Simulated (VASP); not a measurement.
# W (I4/mmm) in VASP: a series of runs

The runs below take W through single point, with r2SCAN.

Everything below comes from runs of VASP 6.6.1. Logs are shortened: lines on timing, memory, paths and dates and some standing lists are left out, and cuts for length are marked.

### Step 1. The cell of the first run

Symmetry: I4/mmm, No. 139, tetragonal system. Conventional cell: a = 3.119 Å, b = 3.119 Å, c = 3.440 Å, α = 90.00°, β = 90.00°, γ = 90.00°. Within 3.7 Å of W (site symmetry 4/mmm) lie 14 W at 2.80 to 3.44 Å.

### Step 2. Single point, r2SCAN

Contents of POSCAR:

```
W
1.0
    0.0000000000      2.2052838839      1.7201214295
    2.2052838839      0.0000000000      1.7201214295
    2.2052838839      2.2052838839      0.0000000000
W
1
Direct
    0.0000000000      0.0000000000      0.0000000000
```

Contents of INCAR.step1:

```
ALGO     = Normal         # electronic algorithm
EDIFF    = 1E-4           # SCF threshold, eV
ENCUT    = 520            # plane-wave cutoff, eV
GGA      = PE             # functional
ISMEAR   = 0              # smearing method
LASPH    = True           # aspherical terms in the spheres
LCHARG   = False          # write CHGCAR
LREAL    = False          # projectors in reciprocal space
LWAVE    = True           # write WAVECAR
NBANDS   = 13             # bands
NELM     = 80             # most SCF steps
PREC     = Accurate       # precision mode
SIGMA    = 0.15           # smearing width, eV
```

Contents of INCAR.step2:

```
ALGO     = Normal         # electronic algorithm
EDIFF    = 1E-7           # SCF threshold, eV
ENCUT    = 520            # plane-wave cutoff, eV
ISIF     = 2              # what is computed and relaxed
ISMEAR   = 0              # smearing method
ISTART   = 1            
LASPH    = True           # aspherical terms in the spheres
LCHARG   = False          # write CHGCAR
LMIXTAU  = True         
LREAL    = False          # projectors in reciprocal space
LWAVE    = False          # write WAVECAR
METAGGA  = R2SCAN         # meta-GGA
NBANDS   = 13             # bands
NELM     = 80             # most SCF steps
PREC     = Accurate       # precision mode
SIGMA    = 0.15           # smearing width, eV
```

Contents of KPOINTS:

```
k-points
0
Gamma
  22 22 22
```

Potentials or basis: VASP PAW PBE potentials, release 64 (W_sv).

Started as:

```bash
$ cat potpaw_PBE.64/W_sv/POTCAR > POTCAR
$ cp INCAR.step1 INCAR
$ mpirun -np 1 vasp_std > vasp.out
$ cp INCAR.step2 INCAR
$ mpirun -np 1 vasp_std > vasp.out
```

OUTCAR:

```text
EDIFF = 1E-7
   ENCUT = 520
   ISIF = 2
   ISMEAR = 0
   ISTART = 1
   LASPH = True
   LREAL = False
   METAGGA = R2SCAN
   NELM = 80
   PREC = Accurate

 ion  position               nearest neighbor table
   1  0.000  0.000  0.000-

  LATTYP: Found a body centered tetragonal cell.
 ALAT       =     3.1187423775
 C/A-ratio  =     1.1030865787

  Lattice vectors:

 A1 = (   0.0000000000,  -2.2052838839,  -1.7201214295)
 A2 = (   0.0000000000,   2.2052838839,  -1.7201214295)
 A3 = (   2.2052838839,   0.0000000000,   1.7201214295)

Analysis of symmetry for initial positions (statically):
=====================================================================
 Subroutine PRICEL returns:
 Original cell was already a primitive cell.

 Routine SETGRP: Setting up the symmetry group for a
 body centered tetragonal supercell.

 Subroutine GETGRP returns: Found 16 space group operations
 (whereof 16 operations were pure point group operations)
 out of a pool of 16 trial point group operations.

The static configuration has the point symmetry D_4h.

Analysis of symmetry for dynamics (positions and initial velocities):
=====================================================================
 Subroutine PRICEL returns:
 Original cell was already a primitive cell.

 Routine SETGRP: Setting up the symmetry group for a
 body centered tetragonal supercell.

 Subroutine GETGRP returns: Found 16 space group operations
 (whereof 16 operations were pure point group operations)
 out of a pool of 16 trial point group operations.

The dynamic configuration has the point symmetry D_4h.

 Subroutine INISYM returns: Found 16 space group operations
 (whereof 16 operations are pure point group operations),
 and found     1 'primitive' translations

----------------------------------------------------------------------------------------

                                     Primitive cell

  volume of cell :      16.7309

  direct lattice vectors                    reciprocal lattice vectors
     0.000000000  2.205283884  1.720121430    -0.226728179  0.226728179  0.290677153
     2.205283884  0.000000000  1.720121430     0.226728179 -0.226728179  0.290677153
     2.205283884  2.205283884  0.000000000     0.226728179  0.226728179 -0.290677153

  length of vectors
     2.796800805  2.796800805  3.118742377     0.432786948  0.432786948  0.432786948

  position of ions in fractional coordinates (direct lattice)
     0.000000000  0.000000000  0.000000000

  ion indices of the primitive-cell ions
   primitive index   ion index
                 1           1

----------------------------------------------------------------------------------------

 KPOINTS: k-points

Automatic generation of k-mesh.
 Grid dimensions read from file:
 generate k-points for:   22   22   22

 Generating k-lattice:

  Cartesian coordinates                     Fractional coordinates (reciprocal lattice)
    -0.010305826  0.010305826  0.013212598     0.045454545  0.000000000  0.000000000
     0.010305826 -0.010305826  0.013212598     0.000000000  0.045454545  0.000000000
     0.010305826  0.010305826 -0.013212598     0.000000000  0.000000000  0.045454545

  Length of vectors
     0.019672134  0.019672134  0.019672134

  Shift w.r.t. Gamma in fractional coordinates (k-lattice)
     0.000000000  0.000000000  0.000000000

 Subroutine IBZKPT returns following result:
 ===========================================

 Found    834 irreducible k-points:

 Following reciprocal coordinates:
            Coordinates               Weight
  0.000000  0.000000  0.000000      1.000000
  0.045455  0.000000  0.000000      8.000000
  0.090909  0.000000  0.000000      8.000000
  0.136364  0.000000  0.000000      8.000000
  0.181818  0.000000  0.000000      8.000000
  0.227273  0.000000  0.000000      8.000000
[... 16 lines left out ...]
  0.500000  0.045455  0.000000      8.000000
 -0.454545  0.045455  0.000000      8.000000
 [... further k-points ...]
   k-points           NKPTS =    834   k-points in BZ     NKDIM =    834   number of bands    NBANDS=     13
   number of dos      NEDOS =    301   number of ions     NIONS =      1
   total plane-waves  NPLWV =  13824
   dimension x,y,z NGX =    24 NGY =   24 NGZ =   24
   dimension x,y,z NGXF=    48 NGYF=   48 NGZF=   48
   ions per type =               1
   NGX,Y,Z   is equivalent  to a cutoff of  14.27, 14.27, 12.79 a.u.
   NGXF,Y,Z  is equivalent  to a cutoff of  28.53, 28.53, 25.59 a.u.
 SYSTEM =  unknown system
   PREC   = accura    normal or accurate (medium, high low for compatibility)
   ISTART =      1    job   : 0-new  1-cont  2-samecut
   ICHARG =      0    charge: 1-file 2-atom 10-const
   ISPIN  =      1    spin polarized calculation?
   LNONCOLLINEAR =      F non collinear calculations
   LSORBIT =      F    spin-orbit coupling
   LASPH  =      T    aspherical Exc in radial PAW
   ENCUT  =  520.0 eV  38.22 Ry    6.18 a.u.   5.20  5.20  5.80*2*pi/ulx,y,z
   NELM   =     80;   NELMIN=  2; NELMDL=  0     # of ELM steps
   EDIFF  = 0.1E-06   stopping-criterion for ELM
   LREAL  =      F    real-space projection
   EDIFFG = 0.1E-05   stopping-criterion for IOM
   NSW    =      0    number of steps for IOM
   IBRION =     -1    ionic relax: 0-MD 1-quasi-New 2-CG
   NFREE  =      0    steps in history (QN), initial steepest desc. (CG)
   ISIF   =      2    stress and relaxation
   ISYM   =      2    0-nonsym 1-usesym 2-fastsym
   POTIM  = 0.5000    time-step for ionic-motion
   TEBEG  =    0.0;   TEEND  =   0.0 temperature during run
   PSTRESS=    0.0 pullay stress
   NELECT =      14.0000    total number of electrons
   NUPDOWN=      -1.0000    fix difference up-down
   EMIN   =  10.00;   EMAX   =-10.00  energy-range for DOS
   EFERMI =   0.00;   METHOD = LEGACY
   ISMEAR =     0;   SIGMA  =   0.15  broadening in eV -4-tet -1-fermi 0-gaus
   EFERMI_NEDOS =   21; number of points for ismear=-14 and -15
   IALGO  =     38    algorithm
   IMIX   =      4    mixing-type and parameters
     AMIX     =   0.40;   BMIX     =  1.00
     AMIX_MAG =   1.60;   BMIX_MAG =  1.00
  volume/ion in A,a.u.               =      16.73       112.91
  Fermi-wavevector in a.u.,A,eV,Ry     =   1.542688  2.915258 32.380324  2.379887
  Thomas-Fermi vector in A             =   2.648457
   LORBIT       =      0    0 simple, 1 ext, 2 COOP (PROOUT), +10 PAW based schemes
   METAGGA = R2SCAN    functional components
   LHFCALC =     F    Hartree Fock is set to
   AEXX    =    0.0000 exact exchange contribution
   IVDW    =     0    specifies the selected vdW correction
   LEPSILON=     F    determine dielectric tensor
   LRPA    =     F    only Hartree local field effects (RPA)
 non-spin polarized calculation
 Gauss-broadening in eV      SIGMA  =   0.15
  energy-cutoff  :      520.00
  volume of cell :       16.73
 maximum number of plane-waves:       471
 NGX is ok and might be reduce to    24
   NGX = 11   NGY = 11   NGZ = 11

 number of electron      13.9999999 magnetization

 Free energy of the ion-electron system (eV)
  ---------------------------------------------------
  ext. energy  EPLUGINS =         0.00000000
  ---------------------------------------------------
  free energy    TOTEN  =       -51.22818235 eV

  energy without entropy =      -51.22280473  energy(sigma->0) =      -51.22549354

 E-fermi :  10.5166     XC(G=0): -14.6109

 val. band max:       10.5133266334   @ k =   0.5000  -0.0000   0.4091
 cond. band min:      10.5255393574   @ k =  -0.1818   0.1818   0.0000
 fundamental gap:      0.0122127240
 Fermi energy:        10.5166256014

 k-point     1 :       0.0000    0.0000    0.0000
  band No.  band energies     occupation
      1     -65.6579      2.00000
      2     -28.6066      2.00000
      3     -28.5927      2.00000
      4     -28.5927      2.00000
      5       0.7041      2.00000
      6       9.0301      2.00000
      7       9.0301      2.00000
      8      10.2416      1.99049
      9      12.0517      0.00000
     10      13.6211      0.00000
     11      24.5429      0.00000
     12      26.4056      0.00000
     13      26.4056      0.00000

 k-point     2 :       0.0455    0.0000    0.0000
  band No.  band energies     occupation
      1     -65.6556      2.00000
      2     -28.6262      2.00000
      3     -28.5996      2.00000
      4     -28.5983      2.00000
      5       0.7998      2.00000
      6       9.0218      2.00000
      7       9.0577      2.00000
      8      10.2481      1.98865
      9      11.9982      0.00000
     10      13.5762      0.00000
     11      24.7215      0.00000
     12      26.5062      0.00000
     13      26.5671      0.00000

 k-point     3 :       0.0909    0.0000    0.0000
  band No.  band energies     occupation
      1     -65.6488      2.00000
      2     -28.6978      2.00000
      3     -28.6198      2.00000
      4     -28.5997      2.00000
      5       1.0805      2.00000
      6       8.9856      2.00000
      7       9.0918      2.00000
      8      10.3220      1.93350
      9      11.8652      0.00000
     10      13.4665      0.00000
     11      25.1865      0.00000
     12      26.7612      0.00000
     13      27.0424      0.00000
[... 305 lines left out ...]
 k-point    23 :       0.5000    0.0455    0.0000
  band No.  band energies     occupation
      1     -65.5399      2.00000
      2     -29.7505      2.00000
      3     -28.9327      2.00000
      4     -28.6189      2.00000
      5       4.3899      2.00000
      6       7.6373      2.00000
      7      10.3237      1.93102
      8      11.7466      0.00000
      9      14.2038      0.00000
     10      16.1664      0.00000
     11      21.0014      0.00000
     12      22.9911      0.00000
     13      27.9858      0.00000

 k-point    24 :      -0.4545    0.0455    0.0000
  band No.  band energies     occupation
      1     -65.5419      2.00000
      2     -29.7320      2.00000
      3     -28.9255      2.00000
      4     -28.6218      2.00000
      5       4.3875      2.00000
      6       7.6621      2.00000
      7      10.1046      1.99990
      8      11.8314      0.00000
      9      14.1960      0.00000
     10      15.8946      0.00000
     11      21.2289      0.00000
     12      23.0524      0.00000
     13      28.3852      0.00000

 [... further k-points ...]

------------------------ aborting loop because EDIFF is reached ----------------------------------------

  FORCE on cell =-STRESS in cart. coord.  units (eV):
  Direction    XX          YY          ZZ          XY          YZ          ZX
  --------------------------------------------------------------------------------------
  -------------------------------------------------------------------------------------
  Total       -0.4059113     -0.4059113     -3.0267445      0.0000000     -0.0000000      0.0000000
  in kB      -38.8708087    -38.8708087   -289.8466157      0.0000000     -0.0000000      0.0000000
  external PRESSURE =    -122.5294110 kB  Pullay stress =       0.0000000 kB

 VOLUME and BASIS-vectors are now :
 -----------------------------------------------------------------------------
  energy-cutoff  :      520.00
  volume of cell :       16.73
      direct lattice vectors                 reciprocal lattice vectors
     0.000000000  2.205283884  1.720121430    -0.226728179  0.226728179  0.290677153
     2.205283884  0.000000000  1.720121430     0.226728179 -0.226728179  0.290677153
     2.205283884  2.205283884  0.000000000     0.226728179  0.226728179 -0.290677153

 POSITION                                       TOTAL-FORCE (eV/Angst)
 -----------------------------------------------------------------------------------
      0.00000      0.00000      0.00000        -0.000000     -0.000000      0.000000
 -----------------------------------------------------------------------------------
    total drift:                               -0.000000      0.000000      0.000000

  FREE ENERGIE OF THE ION-ELECTRON SYSTEM (eV)
  ---------------------------------------------------
  free  energy   TOTEN  =       -51.2281823535 eV

  energy  without entropy=      -51.2228047254  energy(sigma->0) =      -51.22549354
```

Run time: 6.2 min. Hardware: 1 thread of Intel Xeon 8259CL, shared host; peak memory 0.29 GiB.

What came out:

```
Free energy            : -51.2282 eV
Pressure               : -12.3 GPa
Band gap on the k mesh : zero (bands 7 and 8 overlap by 5.63 eV)
```

Caveat: the stress differs along the axes, from -29 to -4 GPa; the PAW data sets were made with another functional, which shifts forces and pressure a little; spin-orbit coupling is left out, which moves the levels of the heavy elements.

(Part 1 of 3 ends here.)
